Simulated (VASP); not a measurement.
The system is PtSe2.

```xyz
3
Lattice="0.0000 3.2424 3.2424 3.2424 0.0000 3.2424 3.2424 3.2424 0.0000" Properties=species:S:1:pos:R:3 pbc="T T T"
Pt    0.0000    0.0000    0.0000
Se    1.6212    1.6212    1.6212
Se    4.8637    4.8637    4.8637
```

| Property | Result |
| --- | --- |
| Program | VASP 6.6.1 |
| Task | relaxation of cell and atoms |
| Functional | PBE |
| Potentials or basis | VASP PAW PBE potentials, release 64 (Pt, Se) |
| Cutoff | 600 eV |
| k mesh | 6 × 6 × 6 |
| Occupations | fermi-dirac, width 0.02 eV |
| Spin | no spin polarisation |

At the start: pressure -7.9 GPa; volume 22.73 Å³/atom.

Q: How do energy, volume and symmetry change on relaxing?

A: Over 6 steps the energy falls by 53.1 meV/atom and the volume is 20.75 Å³/atom (-8.7 %); space group Fm-3m (No. 225, to 0.1 Å) before and after.

The path:
| step | energy change (eV) | largest force (eV/Å) | pressure (GPa) | volume (Å³) |
| --- | --- | --- | --- | --- |
| 1 | 0.0000 | 0.0000 | -7.90 | 68.18 |
| 2 | -0.0298 | 0.0000 | 9.84 | 57.71 |
| 3 | -0.1594 | 0.0000 | -0.11 | 62.32 |
| 4 | -0.1594 | 0.0000 | 0.10 | 62.20 |
| 5 | -0.1594 | 0.0000 | -0.11 | 62.31 |
| 6 | -0.1594 | 0.0000 | 0.01 | 62.25 |

Final structure:
```yaml
crystal:
  lattice:
    - [0.00000, 3.14565, 3.14565]
    - [3.14565, 0.00000, 3.14565]
    - [3.14565, 3.14565, 0.00000]
  atoms:
    - { symbol: Pt, position: [0.00000, 0.00000, 0.00000] }
    - { symbol: Se, position: [0.25000, 0.25000, 0.25000] }
    - { symbol: Se, position: [0.75000, 0.75000, 0.75000] }
```
